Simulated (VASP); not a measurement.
# CrO2 (R-3m) in VASP: a series of runs

CrO2 is run at these levels: PBE; tasks: single point.

Program: VASP 6.6.1. These are calculated values, not measurements. Logs are shortened: lines on timing, memory, paths and dates and some standing lists are left out, and cuts for length are marked.

**1. The cell of the first run**

It takes space group R-3m (No. 166, trigonal). The conventional cell has a = 2.940 Å, b = 2.940 Å, c = 14.176 Å, α = 90.00°, β = 90.00°, γ = 120.00°. Within 2.6 Å of Cr (site symmetry -3m) lie 6 O at 1.93 Å. Within 2.6 Å of O (site symmetry 3m) lie 3 Cr at 1.93 Å and 3 O at 2.49 Å.

**2. Single point, PBE, collinear spin, ferromagnetic start**

Input file INCAR:

```
PREC = Accurate
ENCUT = 700
EDIFF = 1E-6
ISMEAR = -1
SIGMA = 0.05
LREAL = False
LASPH = True
NELM = 200
ALGO = Normal
ISIF = 2
LWAVE = False
LCHARG = True
ISPIN = 2
MAGMOM = 3 0 0
LORBIT = 11
LMAXMIX = 4
GGA = PE
LELF = True
LVHAR = True
NBANDS = 24
GGA_COMPAT = False
```

Input file KPOINTS:

```
Automatic mesh
0
Gamma
  10 10 10
```

Input file POSCAR:

```
CrO2
1.0
    1.4698308257      0.8486072229      4.7252167593
   -1.4698308257      0.8486072229      4.7252167593
    0.0000000000     -1.6972144458      4.7252167593
Cr O
1 2
Direct
    0.5000000000      0.5000000000      0.5000000000
    0.2309180000      0.2309180000      0.2309180000
    0.7690820000      0.7690820000      0.7690820000
```

Potentials or basis: VASP PAW PBE potentials, release 64 (Cr_sv, O).

The run is started by

```
$ cat potpaw_PBE.64/Cr_sv/POTCAR potpaw_PBE.64/O/POTCAR > POTCAR
$ mpirun -np 1 vasp_std > vasp.out
```

OUTCAR:

```text
PREC = Accurate
   ENCUT = 700
   EDIFF = 1E-6
   ISMEAR = -1
   LREAL = False
   LASPH = True
   NELM = 200
   ISIF = 2
   ISPIN = 2
   LORBIT = 11
   GGA = PE

 ion  position               nearest neighbor table
   1  0.500  0.500  0.500-   2 1.93   2 1.93   3 1.93   3 1.93   2 1.93   3 1.93
   2  0.231  0.231  0.231-   1 1.93   1 1.93   1 1.93
   3  0.769  0.769  0.769-   1 1.93   1 1.93   1 1.93

  LATTYP: Found a trigonal (rhomboedric) cell.
 ALAT       =     5.0207778578
 COS(alpha) =     0.8285953163

  Lattice vectors:

 A1 = (   1.4698308257,   0.8486072229,   4.7252167593)
 A2 = (  -1.4698308257,   0.8486072229,   4.7252167593)
 A3 = (   0.0000000000,  -1.6972144458,   4.7252167593)

Analysis of symmetry for initial positions (statically):
=====================================================================
 Subroutine PRICEL returns:
 Original cell was already a primitive cell.

 Routine SETGRP: Setting up the symmetry group for a
 trigonal (rhombohedral) supercell.

 Subroutine GETGRP returns: Found 12 space group operations
 (whereof 12 operations were pure point group operations)
 out of a pool of 12 trial point group operations.

The static configuration has the point symmetry D_3d.

Analysis of symmetry for dynamics (positions and initial velocities):
=====================================================================
 Subroutine PRICEL returns:
 Original cell was already a primitive cell.

 Routine SETGRP: Setting up the symmetry group for a
 trigonal (rhombohedral) supercell.

 Subroutine GETGRP returns: Found 12 space group operations
 (whereof 12 operations were pure point group operations)
 out of a pool of 12 trial point group operations.

The dynamic configuration has the point symmetry D_3d.

Analysis of structural, dynamic, and magnetic symmetry:
=====================================================================
 Subroutine PRICEL returns:
 Original cell was already a primitive cell.

 Routine SETGRP: Setting up the symmetry group for a
 trigonal (rhombohedral) supercell.

 Subroutine GETGRP returns: Found 12 space group operations
 (whereof 12 operations were pure point group operations)
 out of a pool of 12 trial point group operations.

The overall configuration has the point symmetry D_3d.

 Subroutine INISYM returns: Found 12 space group operations
 (whereof 12 operations are pure point group operations),
 and found     1 'primitive' translations

----------------------------------------------------------------------------------------
[... 120 lines left out ...]
   GGA     = PE    functional components
   LHFCALC =     F    Hartree Fock is set to
   AEXX    =    0.0000 exact exchange contribution
   IVDW    =     0    specifies the selected vdW correction
   LEPSILON=     F    determine dielectric tensor
   LRPA    =     F    only Hartree local field effects (RPA)
 spin polarized calculation
  energy-cutoff  :      700.00
  volume of cell :       35.36
 maximum number of plane-waves:      1508
 NGX is ok and might be reduce to    48
   NGX = 21   NGY = 21   NGZ = 21

 number of electron      25.9999999 magnetization       2.0000079

 Free energy of the ion-electron system (eV)
  ---------------------------------------------------
  ext. energy  EPLUGINS =         0.00000000
  ---------------------------------------------------
  free energy    TOTEN  =       -24.86007489 eV

  energy without entropy =      -24.84574683  energy(sigma->0) =      -24.85291086

 E-fermi :   4.1006     XC(G=0): -10.3338

 val. band max:        4.1004775935   @ k =   0.4000   0.3000   0.1000
 cond. band min:       4.1200854374   @ k =   0.4000   0.2000   0.1000
 fundamental gap:      0.0196078438
 Fermi energy:         4.1005962860

 spin component 1

 k-point     1 :       0.0000    0.0000    0.0000
  band No.  band energies     occupation
      1     -69.2828      1.00000
      2     -40.5699      1.00000
      3     -40.4859      1.00000
      4     -40.4859      1.00000
      5     -15.3751      1.00000
      6     -13.1035      1.00000
[... 637 lines left out ...]
     23      24.0611      0.00000
     24      24.6886      0.00000

 [... further k-points ...]

 spin component 2

 k-point     1 :       0.0000    0.0000    0.0000
  band No.  band energies     occupation
      1     -66.9995      1.00000
      2     -38.2862      1.00000
      3     -38.2862      1.00000
      4     -38.2491      1.00000
      5     -15.4070      1.00000
      6     -13.2038      1.00000
[... 637 lines left out ...]
     23      24.4105      0.00000
     24      25.1234      0.00000

 [... further k-points ...]

------------------------ aborting loop because EDIFF is reached ----------------------------------------

  FORCE on cell =-STRESS in cart. coord.  units (eV):
  Direction    XX          YY          ZZ          XY          YZ          ZX
  --------------------------------------------------------------------------------------
  -------------------------------------------------------------------------------------
  Total       -0.8603320     -0.8603320      0.4044402      0.0000000     -0.0000000     -0.0000000
  in kB      -38.9789039    -38.9789039     18.3238982      0.0000000     -0.0000000     -0.0000000
  external PRESSURE =     -19.8779699 kB  Pullay stress =       0.0000000 kB

 VOLUME and BASIS-vectors are now :
 -----------------------------------------------------------------------------
  energy-cutoff  :      700.00
  volume of cell :       35.36
      direct lattice vectors                 reciprocal lattice vectors
     1.469830826  0.848607223  4.725216759     0.340175203  0.196400245  0.070543501
    -1.469830826  0.848607223  4.725216759    -0.340175203  0.196400245  0.070543501
     0.000000000 -1.697214446  4.725216759     0.000000000 -0.392800490  0.070543501

 POSITION                                       TOTAL-FORCE (eV/Angst)
 -----------------------------------------------------------------------------------
      0.00000      0.00000      7.08783         0.000000     -0.000000      0.000000
      0.00000      0.00000      3.27341         0.000000      0.000000      0.176145
      0.00000      0.00000     10.90224         0.000000      0.000000     -0.176145
 -----------------------------------------------------------------------------------
    total drift:                                0.000000      0.000000      0.000000

  FREE ENERGIE OF THE ION-ELECTRON SYSTEM (eV)
  ---------------------------------------------------
  free  energy   TOTEN  =       -24.8600748938 eV

  energy  without entropy=      -24.8457468303  energy(sigma->0) =      -24.85291086

 total charge

# of ion       s       p       d       tot
------------------------------------------
    1        2.149   6.043   3.391  11.583
    2        1.575   3.430   0.000   5.004
    3        1.575   3.430   0.000   5.004
--------------------------------------------------
tot          5.298  12.902   3.391  21.591

 magnetization (x)

# of ion       s       p       d       tot
------------------------------------------
    1        0.014   0.009   1.941   1.963
    2       -0.001  -0.074   0.000  -0.074
    3       -0.001  -0.074   0.000  -0.074
--------------------------------------------------
tot          0.012  -0.139   1.941   1.814
```

stdout:

```text
POSCAR found type information on POSCAR CrO
 POSCAR found :  2 types and       3 ions
 scaLAPACK will be used
 LDA part: xc-table for (Slater+PW92), standard interpolation
 POSCAR, INCAR and KPOINTS ok, starting setup
 FFT: planning ... GRIDC
 FFT: planning ... GRID_SOFT
 FFT: planning ... GRID
 WAVECAR not read
 entering main loop
```

Wall time 13 min (1 thread of Intel Xeon Platinum 8375C at 2.90GHz (Ice Lake), shared host); peak memory 0.54 GiB.

Results:

| Item | Value |
| --- | --- |
| Free energy | -24.8601 eV |
| Pressure | -2.0 GPa |
| Largest force | 0.176 eV/Å |
| Band gap on the k mesh | zero (filled and empty bands overlap) |
| Net moment | 2.00 μB per cell |
| Site moments | Cr +1.96; O -0.07 μB |
| Valence electrons inside the program's atomic spheres | Cr 11.58; O 5.00 |

Forces on the atoms (eV/Å):
```
Cr   0.000  0.000  0.000
O    0.000  0.000  0.176
O    0.000  0.000 -0.176
```

Levels at points of the mesh, in eV from the Fermi level:
Spin up:
| k point | band 11 | band 12 | band 13 | band 14 | band 15 | band 16 | band 17 | band 18 |
| --- | --- | --- | --- | --- | --- | --- | --- | --- |
| (0.00, 0.00, 0.00) | -1.60 | -1.41 | -1.26 | -1.26 | 0.75 | 3.76 | 3.76 | 6.54 |
| (0.50, 0.00, 0.00) | -3.05 | -2.17 | -0.69 | -0.64 | -0.02 | 2.81 | 3.52 | 11.36 |
| (0.50, 0.50, 0.00) | -3.12 | -1.93 | -0.77 | -0.64 | -0.10 | 2.93 | 3.57 | 10.64 |
| (0.50, 0.50, 0.50) | -1.64 | -1.64 | -1.25 | -1.25 | 0.83 | 3.78 | 3.78 | 8.42 |
Spin down:
| k point | band 9 | band 10 | band 11 | band 12 | band 13 | band 14 | band 15 | band 16 |
| --- | --- | --- | --- | --- | --- | --- | --- | --- |
| (0.00, 0.00, 0.00) | -5.32 | -1.70 | -1.70 | -1.55 | 1.14 | 1.14 | 2.77 | 4.69 |
| (0.50, 0.00, 0.00) | -4.37 | -3.34 | -3.08 | -2.27 | 1.53 | 1.93 | 2.07 | 3.88 |
| (0.50, 0.50, 0.00) | -4.32 | -3.14 | -2.89 | -2.04 | 1.37 | 1.94 | 2.06 | 3.95 |
| (0.50, 0.50, 0.50) | -4.74 | -2.58 | -1.74 | -1.74 | 1.14 | 1.14 | 2.74 | 4.70 |

Caveat: the stress differs along the axes, from -4 to 2 GPa; a cell with one magnetic atom can't hold antiferromagnetic order, which such compounds often take; semilocal functionals often make such compounds metallic where correlation or magnetic order opens a gap, which also shifts bond lengths.

**3. Single point, PBE, collinear spin, ferromagnetic start**

This run uses another cell than the first one, of 12.03 Å³/atom.

Input file INCAR:

```
SYSTEM = CrO2
  PREC = Accurate
  ENCUT = 700
  EDIFF = 1E-6
  ISMEAR = -1
  SIGMA = 0.05
  LREAL = .FALSE.
  LASPH = .TRUE.
  NELM = 200
  ALGO = Normal
  ISIF = 2
  LWAVE = .FALSE.
  LCHARG = .TRUE.
  ISPIN = 2
  MAGMOM = 3 0 0
  LORBIT = 11
  LMAXMIX = 4
  GGA = PE
  LELF = .TRUE.
  LVHAR = .TRUE.
  NBANDS = 24
  GGA_COMPAT = .FALSE.
```

Input file KPOINTS:

```
Automatic mesh
0
G
  10 10 10
  0 0 0
```

Input file POSCAR:

```
CrO2
1.0
    1.4799679104      0.8544598715      4.7578054909
   -1.4799679104      0.8544598715      4.7578054909
    0.0000000000     -1.7089197429      4.7578054909
Cr O
1 2
Direct
    0.5000000000      0.5000000000      0.5000000000
    0.2309180000      0.2309180000      0.2309180000
    0.7690820000      0.7690820000      0.7690820000
```

Potentials or basis: VASP PAW PBE potentials, release 64 (Cr_sv, O).

The run is started by

```
$ cat potpaw_PBE.64/Cr_sv/POTCAR potpaw_PBE.64/O/POTCAR > POTCAR
$ mpirun -np 1 vasp_std > vasp.out
```

Run time: 17 min. Hardware: 1 thread of Intel Xeon Platinum 8375C at 2.90GHz (Ice Lake), shared host; peak memory 0.55 GiB.

It converged, with:

```yaml
Free_energy: -24.8450 eV
Pressure: -5.5 GPa
Largest_force: 0.101 eV/Å
Band_gap_on_the_k_mesh: zero (filled and empty bands overlap)
Net_moment: 2.00 μB per cell
Site_moments: Cr +1.98; O -0.08 μB
Valence_electrons_inside_the_program's_atomic_spheres: Cr 11.56; O 4.99
```

Forces in eV/Å, atoms in the order of the input:
```
Cr   0.000  0.000  0.000
O    0.000  0.000 -0.101
O    0.000  0.000  0.101
```

Stress tensor (GPa, compression positive):
```
-7.94  0.00  0.00
 0.00 -7.94  0.00
 0.00  0.00 -0.54
```

Levels at points of the mesh, in eV from the Fermi level:
Spin up:
```csv
k point,band 10,band 11,band 12,band 13,band 14,band 15,band 16,band 17,band 18,band 19
"(0.00, 0.00, 0.00)",-1.53,-1.53,-1.32,-1.23,-1.23,0.73,3.68,3.68,6.46,9.93
"(0.50, 0.00, 0.00)",-3.61,-2.96,-2.07,-0.68,-0.63,-0.02,2.73,3.45,11.32,12.51
"(0.50, 0.50, 0.00)",-3.22,-3.02,-1.84,-0.75,-0.63,-0.11,2.85,3.49,10.59,11.75
"(0.50, 0.50, 0.50)",-2.33,-1.57,-1.57,-1.22,-1.22,0.80,3.70,3.70,8.36,8.98
```
Spin down:
| k point | band 8 | band 9 | band 10 | band 11 | band 12 | band 13 | band 14 | band 15 | band 16 | band 17 |
| --- | --- | --- | --- | --- | --- | --- | --- | --- | --- | --- |
| (0.00, 0.00, 0.00) | -5.16 | -5.16 | -1.65 | -1.65 | -1.48 | 1.19 | 1.19 | 2.76 | 4.62 | 4.62 |
| (0.50, 0.00, 0.00) | -4.28 | -4.23 | -3.22 | -3.00 | -2.19 | 1.55 | 1.96 | 2.08 | 3.81 | 4.40 |
| (0.50, 0.50, 0.00) | -4.50 | -4.19 | -3.06 | -2.79 | -1.96 | 1.41 | 1.96 | 2.08 | 3.87 | 4.44 |
| (0.50, 0.50, 0.50) | -5.14 | -4.61 | -2.48 | -1.68 | -1.68 | 1.19 | 1.19 | 2.72 | 4.63 | 4.63 |

Caveat: the stress differs along the axes, from -8 to -1 GPa; a cell with one magnetic atom can't hold antiferromagnetic order, which such compounds often take; semilocal functionals often make such compounds metallic where correlation or magnetic order opens a gap, which also shifts bond lengths. With open d or f shells a metallic result of PBE can be an artefact of self-interaction; +U or a hybrid may open a gap.
